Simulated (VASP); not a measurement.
# C: single point with LDA

C:

```
C
1.0
     0.00000    2.44487    0.00000
    -2.11730    1.22243    0.01160
     0.06370    0.00000   10.73870
C
6
Direct
  0.50001 0.99997 0.15509
  0.83340 0.33320 0.77520
  0.16671 0.66659 0.46514
  0.50004 0.99992 0.46505
  0.83335 0.33331 0.15500
  0.16673 0.66653 0.77510
```

This cell differs from its parent crystal: the distance across one plane changed.

| Quantity | Value |
| --- | --- |
| Program | VASP 6.6.1 |
| Task | single point |
| Functional | LDA |
| Potentials or basis | VASP PAW LDA potentials, release 64 (C) |
| Cutoff | 520 eV |
| k mesh | 12 × 12 × 3 |
| Occupations | gaussian, width 0.05 eV |
| Spin | no spin polarisation |
| Dipole correction | no |
| Further INCAR settings | ALGO = Normal; EDIFF = 1e-07; NBANDS = 21 |

```json
{
 "Pressure": "0.6 GPa",
 "Largest force": "0.017 eV/Å"
}
```

Forces on the atoms (eV/Å):
```
C    0.000  0.000 -0.014
C    0.000  0.000  0.017
C    0.000  0.000  0.013
C    0.000  0.000 -0.013
C    0.000  0.000 -0.017
C    0.000  0.000  0.014
```

Stress tensor (GPa, compression positive):
```
 1.32  0.00 -0.01
 0.00  1.33  0.00
-0.01  0.00 -0.74
```

Wall time 2.2 min on 1 thread of Intel Xeon 8259CL (shared host), peak memory 0.21 GiB.

Caveat: the cell differs from its parent crystal (the distance across one plane changed).
